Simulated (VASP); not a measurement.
# Al2Cu (P4/mmm) in VASP: notebook, part 2 of 3

VASP 6.6.1.

### Step 3. Single point, PBEsol

File INCAR:

```
  ALGO = Fast
  EDIFF = 1E-7
  ENCUT = 520
  GGA = PS
  ISIF = 2
  ISMEAR = 0
  LASPH = T
  LCHARG = F
  LREAL = F
  LWAVE = F
  NBANDS = 16
  NELM = 100
  PREC = Accurate
  SIGMA = 0.1
```

File KPOINTS:

```
k-points
0
Gamma
  10 10 14
```

File POSCAR:

```
Al2Cu
1.0
    4.1051820000      0.0000000000      0.0000000000
    0.0000000000      4.1051820000      0.0000000000
    0.0000000000      0.0000000000      2.8913130000
Al Cu
2 1
Direct
    0.5000000000      0.0000000000      0.5000000000
    0.0000000000      0.5000000000      0.5000000000
    0.0000000000      0.0000000000      0.0000000000
```

Potentials or basis: VASP PAW PBE potentials, release 64 (Al, Cu).

The run is started by

```
$ cat potpaw_PBE.64/Al/POTCAR potpaw_PBE.64/Cu/POTCAR > POTCAR
$ mpirun -np 1 vasp_std > vasp.out
```

OUTCAR:

```text
EDIFF = 1E-7
   ENCUT = 520
   GGA = PS
   ISIF = 2
   ISMEAR = 0
   LASPH = T
   LREAL = F
   NELM = 100
   PREC = Accurate

 ion  position               nearest neighbor table
   1  0.500  0.000  0.500-   3 2.51   3 2.51   3 2.51   3 2.51   2 2.90   2 2.90   2 2.90   2 2.90

   2  0.000  0.500  0.500-   3 2.51   3 2.51   3 2.51   3 2.51   1 2.90   1 2.90   1 2.90   1 2.90

   3  0.000  0.000  0.000-   1 2.51   2 2.51   1 2.51   2 2.51   2 2.51   2 2.51   1 2.51   1 2.51

  LATTYP: Found a simple tetragonal cell.
 ALAT       =     4.1051820000
 C/A-ratio  =     0.7043081159

  Lattice vectors:

 A1 = (   4.1051820000,   0.0000000000,   0.0000000000)
 A2 = (   0.0000000000,   4.1051820000,   0.0000000000)
 A3 = (   0.0000000000,   0.0000000000,   2.8913130000)

Analysis of symmetry for initial positions (statically):
=====================================================================
 Subroutine PRICEL returns:
 Original cell was already a primitive cell.

 Routine SETGRP: Setting up the symmetry group for a
 simple tetragonal supercell.

 Subroutine GETGRP returns: Found 16 space group operations
 (whereof 16 operations were pure point group operations)
 out of a pool of 16 trial point group operations.

The static configuration has the point symmetry D_4h.

Analysis of symmetry for dynamics (positions and initial velocities):
=====================================================================
 Subroutine PRICEL returns:
 Original cell was already a primitive cell.

 Routine SETGRP: Setting up the symmetry group for a
 simple tetragonal supercell.

 Subroutine GETGRP returns: Found 16 space group operations
 (whereof 16 operations were pure point group operations)
 out of a pool of 16 trial point group operations.

The dynamic configuration has the point symmetry D_4h.

 Subroutine INISYM returns: Found 16 space group operations
 (whereof 16 operations are pure point group operations),
 and found     1 'primitive' translations

----------------------------------------------------------------------------------------

                                     Primitive cell

  volume of cell :      48.7259

  direct lattice vectors                    reciprocal lattice vectors
     4.105182000  0.000000000  0.000000000     0.243594559  0.000000000  0.000000000
     0.000000000  4.105182000  0.000000000     0.000000000  0.243594559  0.000000000
     0.000000000  0.000000000  2.891313000     0.000000000  0.000000000  0.345863627

  length of vectors
     4.105182000  4.105182000  2.891313000     0.243594559  0.243594559  0.345863627

  position of ions in fractional coordinates (direct lattice)
     0.500000000  0.000000000  0.500000000
     0.000000000  0.500000000  0.500000000
     0.000000000  0.000000000  0.000000000

  ion indices of the primitive-cell ions
   primitive index   ion index
                 1           1
                 2           2
                 3           3

----------------------------------------------------------------------------------------

 KPOINTS: k-points

Automatic generation of k-mesh.
 Grid dimensions read from file:
 generate k-points for:   10   10   14

 Generating k-lattice:

  Cartesian coordinates                     Fractional coordinates (reciprocal lattice)
     0.024359456  0.000000000  0.000000000     0.100000000  0.000000000  0.000000000
     0.000000000  0.024359456  0.000000000     0.000000000  0.100000000  0.000000000
     0.000000000  0.000000000  0.024704545     0.000000000  0.000000000  0.071428571

  Length of vectors
     0.024359456  0.024359456  0.024704545

  Shift w.r.t. Gamma in fractional coordinates (k-lattice)
     0.000000000  0.000000000  0.000000000

 Subroutine IBZKPT returns following result:
 ===========================================

 Found    168 irreducible k-points:

 Following reciprocal coordinates:
            Coordinates               Weight
  0.000000  0.000000  0.000000      1.000000
  0.100000  0.000000  0.000000      4.000000
  0.200000  0.000000  0.000000      4.000000
  0.300000  0.000000  0.000000      4.000000
  0.400000  0.000000  0.000000      4.000000
  0.500000  0.000000  0.000000      2.000000
[... 16 lines left out ...]
  0.100000  0.000000  0.071429      8.000000
  0.200000  0.000000  0.071429      8.000000
 [... further k-points ...]
   k-points           NKPTS =    168   k-points in BZ     NKDIM =    168   number of bands    NBANDS=     16
   number of dos      NEDOS =    301   number of ions     NIONS =      3
   total plane-waves  NPLWV =  24576
   dimension x,y,z NGX =    32 NGY =   32 NGZ =   24
   dimension x,y,z NGXF=    64 NGYF=   64 NGZF=   48
   ions per type =               2   1
   NGX,Y,Z   is equivalent  to a cutoff of  12.96, 12.96, 13.80 a.u.
   NGXF,Y,Z  is equivalent  to a cutoff of  25.92, 25.92, 27.60 a.u.
 SYSTEM =  unknown system
   PREC   = accura    normal or accurate (medium, high low for compatibility)
   ISTART =      0    job   : 0-new  1-cont  2-samecut
   ICHARG =      2    charge: 1-file 2-atom 10-const
   ISPIN  =      1    spin polarized calculation?
   LNONCOLLINEAR =      F non collinear calculations
   LSORBIT =      F    spin-orbit coupling
   LASPH  =      T    aspherical Exc in radial PAW
   ENCUT  =  520.0 eV  38.22 Ry    6.18 a.u.   7.63  7.63  5.38*2*pi/ulx,y,z
   NELM   =    100;   NELMIN=  2; NELMDL= -5     # of ELM steps
   EDIFF  = 0.1E-06   stopping-criterion for ELM
   LREAL  =      F    real-space projection
   EDIFFG = 0.1E-05   stopping-criterion for IOM
   NSW    =      0    number of steps for IOM
   IBRION =     -1    ionic relax: 0-MD 1-quasi-New 2-CG
   NFREE  =      0    steps in history (QN), initial steepest desc. (CG)
   ISIF   =      2    stress and relaxation
   ISYM   =      2    0-nonsym 1-usesym 2-fastsym
   POTIM  = 0.5000    time-step for ionic-motion
   TEBEG  =    0.0;   TEEND  =   0.0 temperature during run
   PSTRESS=    0.0 pullay stress
   NELECT =      17.0000    total number of electrons
   NUPDOWN=      -1.0000    fix difference up-down
   EMIN   =  10.00;   EMAX   =-10.00  energy-range for DOS
   EFERMI =   0.00;   METHOD = LEGACY
   ISMEAR =     0;   SIGMA  =   0.10  broadening in eV -4-tet -1-fermi 0-gaus
   EFERMI_NEDOS =   21; number of points for ismear=-14 and -15
   IALGO  =     68    algorithm
   IMIX   =      4    mixing-type and parameters
     AMIX     =   0.40;   BMIX     =  1.00
     AMIX_MAG =   1.60;   BMIX_MAG =  1.00
  volume/ion in A,a.u.               =      16.24       109.61
  Fermi-wavevector in a.u.,A,eV,Ry     =   1.152492  2.177894 18.071765  1.328237
  Thomas-Fermi vector in A             =   2.289142
   LORBIT       =      0    0 simple, 1 ext, 2 COOP (PROOUT), +10 PAW based schemes
   GGA     = PS    functional components
   LHFCALC =     F    Hartree Fock is set to
   AEXX    =    0.0000 exact exchange contribution
   IVDW    =     0    specifies the selected vdW correction
   LEPSILON=     F    determine dielectric tensor
   LRPA    =     F    only Hartree local field effects (RPA)
 non-spin polarized calculation
 RMM-DIIS sequential band-by-band and
 Gauss-broadening in eV      SIGMA  =   0.10
  energy-cutoff  :      520.00
  volume of cell :       48.73
 maximum number of plane-waves:      1339
 NGX is ok and might be reduce to    32
   NGX = 15   NGY = 15   NGZ = 11

 number of electron      16.9999979 magnetization

 Free energy of the ion-electron system (eV)
  ---------------------------------------------------
  ext. energy  EPLUGINS =         0.00000000
  ---------------------------------------------------
  free energy    TOTEN  =       -12.56093312 eV

  energy without entropy =      -12.55632031  energy(sigma->0) =      -12.55862672

 E-fermi :   7.0261     XC(G=0): -10.4868

 val. band max:        7.0219754557   @ k =   0.4000   0.2000   0.2143
 cond. band min:       7.0372801271   @ k =   0.5000   0.1000   0.3571
 fundamental gap:      0.0153046713
 Fermi energy:         7.0260574009

 k-point     1 :       0.0000    0.0000    0.0000
  band No.  band energies     occupation
      1      -3.4635      2.00000
      2       1.6597      2.00000
      3       2.1720      2.00000
      4       2.8267      2.00000
      5       3.0129      2.00000
      6       3.0129      2.00000
[... 8 lines left out ...]
     15      14.1773      0.00000
     16      19.4253      0.00000
[... 419 lines left out ...]
 k-point    24 :       0.2000    0.0000    0.0714
  band No.  band energies     occupation
      1      -3.0380      2.00000
      2       1.3857      2.00000
      3       2.1423      2.00000
      4       2.7495      2.00000
      5       2.8730      2.00000
      6       2.9374      2.00000
[... 8 lines left out ...]
     15      17.1402      0.00000
     16      17.1720      0.00000

 [... further k-points ...]
[... 5 lines left out ...]
  --------------------------------------------------------------------------------------
  -------------------------------------------------------------------------------------
  Total       -0.5858355     -0.5858355     -0.8801858      0.0000000      0.0000000      0.0000000
  in kB      -19.2631073    -19.2631073    -28.9417656      0.0000000      0.0000000      0.0000000
  external PRESSURE =     -22.4893267 kB  Pullay stress =       0.0000000 kB

 VOLUME and BASIS-vectors are now :
 -----------------------------------------------------------------------------
  energy-cutoff  :      520.00
  volume of cell :       48.73
      direct lattice vectors                 reciprocal lattice vectors
     4.105182000  0.000000000  0.000000000     0.243594559  0.000000000  0.000000000
     0.000000000  4.105182000  0.000000000     0.000000000  0.243594559  0.000000000
     0.000000000  0.000000000  2.891313000     0.000000000  0.000000000  0.345863627

 POSITION                                       TOTAL-FORCE (eV/Angst)
 -----------------------------------------------------------------------------------
      2.05259      0.00000      1.44566         0.000000      0.000000      0.000000
      0.00000      2.05259      1.44566         0.000000      0.000000      0.000000
      0.00000      0.00000      0.00000         0.000000      0.000000      0.000000
 -----------------------------------------------------------------------------------
    total drift:                               -0.000000     -0.000000      0.000000

  FREE ENERGIE OF THE ION-ELECTRON SYSTEM (eV)
  ---------------------------------------------------
  free  energy   TOTEN  =       -12.5609331211 eV

  energy  without entropy=      -12.5563203143  energy(sigma->0) =      -12.55862672
```

OSZICAR:

```text
N       E                     dE             d eps       ncg     rms          rms(c)
DAV:   1     0.612008870881E+02    0.61201E+02   -0.69018E+03  5416   0.111E+03
DAV:   2    -0.121378491962E+02   -0.73339E+02   -0.65096E+02  5656   0.202E+02
DAV:   3    -0.148311408570E+02   -0.26933E+01   -0.26276E+01  7424   0.433E+01
DAV:   4    -0.148905239517E+02   -0.59383E-01   -0.59359E-01  6616   0.550E+00
[... 11 lines left out ...]
RMM:  16    -0.125609389300E+02   -0.11843E-05   -0.32321E-05  7745   0.477E-02    0.407E-02
RMM:  17    -0.125609336132E+02    0.53168E-05   -0.10240E-05  6663   0.414E-02    0.201E-02
RMM:  18    -0.125609332334E+02    0.37981E-06   -0.36760E-06  7838   0.147E-02    0.137E-02
RMM:  19    -0.125609331296E+02    0.10382E-06   -0.76498E-07  6330   0.687E-03    0.113E-02
RMM:  20    -0.125609331211E+02    0.84747E-08   -0.13181E-07  4325   0.391E-03
   1 F= -.12560933E+02 E0= -.12558627E+02  d E =-.461281E-02
```

Wall time 3.2 min (1 thread of Intel Xeon 8259CL, shared host); peak memory 0.26 GiB.

Results:

```yaml
Free_energy: -12.5609 eV
Pressure: -2.2 GPa
Band_gap_on_the_k_mesh: zero (an odd number of electrons rules out a gap without spin polarisation)
```

Caveat: the PAW data sets were made with another functional, which shifts forces and pressure a little.

[end of part 2 of 3]
